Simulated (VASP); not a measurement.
## H4C: single point with PBE+D3(BJ)

The system is H4C.

```
C H
1.0
     7.95811    0.00000    0.00000
     0.00000    7.95811    0.00000
     0.00000    0.00000    7.95811
C H
8 32
Direct
  0.76766 0.05142 0.13389
  0.17337 0.99335 0.83676
  0.59758 0.02430 0.60198
  0.55298 0.51965 0.74274
  0.25245 0.57039 0.10491
  0.05304 0.59680 0.57527
  0.72168 0.55513 0.23377
  0.17053 0.12268 0.38430
  0.80076 0.09870 0.01448
  0.63387 0.04014 0.13360
  0.80420 0.15117 0.22336
  0.82027 0.92574 0.15653
  0.29438 0.98829 0.91674
  0.05349 0.00583 0.90930
  0.18753 0.88492 0.75448
  0.17871 0.10189 0.75880
  0.52667 0.02734 0.72160
  0.70821 0.93634 0.60704
  0.62922 0.15267 0.56420
  0.51689 0.97820 0.50223
  0.65517 0.51999 0.83736
  0.48702 0.63536 0.71535
  0.44719 0.43677 0.77778
  0.62427 0.47533 0.62907
  0.13757 0.65227 0.10961
  0.29237 0.56601 0.23517
  0.34581 0.64250 0.04373
  0.21754 0.45594 0.04310
  0.17767 0.61486 0.62423
  0.98129 0.53363 0.67374
  0.04667 0.51508 0.47045
  0.99592 0.71909 0.54030
  0.71354 0.40973 0.23586
  0.74432 0.57723 0.36996
  0.60425 0.60634 0.20157
  0.83149 0.59858 0.15328
  0.29726 0.12617 0.32359
  0.16993 0.00863 0.46345
  0.08358 0.12833 0.28188
  0.15528 0.23286 0.45745
```

```yaml
Program: VASP 6.6.1
Task: single point
Functional: PBE
Dispersion: D3(BJ)
Potentials_or_basis: VASP PAW PBE potentials, release 64 (C, H)
Cutoff: 520 eV
k_mesh: 1 × 1 × 1
Occupations: fermi-dirac, width 0.02 eV
Spin: no spin polarisation
```

* Pressure: 0.0 GPa
* Largest force: 3.294 eV/Å
* Band gap on the k mesh: 6.96 eV
* Dispersion energy per atom: -0.025 eV

Forces in eV/Å, atoms in the order of the input:
```
C    0.205  0.004  0.990
C    1.119 -0.309  1.408
C    0.316 -0.449  0.091
C    0.583 -1.038 -0.569
C   -1.724  1.532  0.949
C   -0.899  0.775  0.702
C    2.089 -2.325  1.039
C    1.799 -0.894 -0.547
H    0.526  0.257 -1.450
H   -1.053 -0.063  0.148
H    0.026 -0.647  0.126
H    0.218  0.410  0.131
H   -1.562  0.300 -0.429
H    0.831 -0.662 -0.211
H   -0.624 -0.312  0.005
H    0.262  0.977 -0.647
H    0.305 -0.104 -0.298
H   -0.547  0.811  0.160
H    0.393 -0.005  0.190
H   -0.407 -0.279 -0.168
H   -0.800  0.500  0.199
H    0.505  0.823  0.099
H    0.649 -0.400 -0.045
H   -0.961  0.098  0.330
H    0.481 -0.380 -0.195
H    0.062 -0.790  0.371
H    0.920  0.427 -1.061
H    0.215 -0.776 -0.085
H    0.728  0.063 -0.078
H   -0.302  0.217  0.241
H    0.333 -0.671 -1.141
H    0.131 -0.397  0.274
H    0.023  1.627 -0.578
H    0.160  0.489 -0.567
H   -1.190  0.617 -0.603
H   -1.080 -0.360  0.757
H   -0.416  0.141  0.366
H   -0.463  0.261 -0.360
H   -0.796 -0.438 -0.393
H   -0.055  0.969  0.849
```

Stress tensor (GPa, compression positive):
```
-0.61  0.81  0.35
 0.81 -0.03  0.28
 0.35  0.28  0.77
```

Levels at points of the mesh, in eV from the valence-band top:
```tsv
k point	band 30	band 31	band 32	band 33	band 34	band 35
(0.00, 0.00, 0.00)	-0.17	-0.15	0.00	6.96	8.80	9.03
```

It took 38 s on 1 thread of Intel(R) Xeon(R) 6975P-C (Granite Rapids), with other jobs on the host, peak memory 0.5 GiB.

Caveat: the k points lie up to 0.79 Å⁻¹ apart.
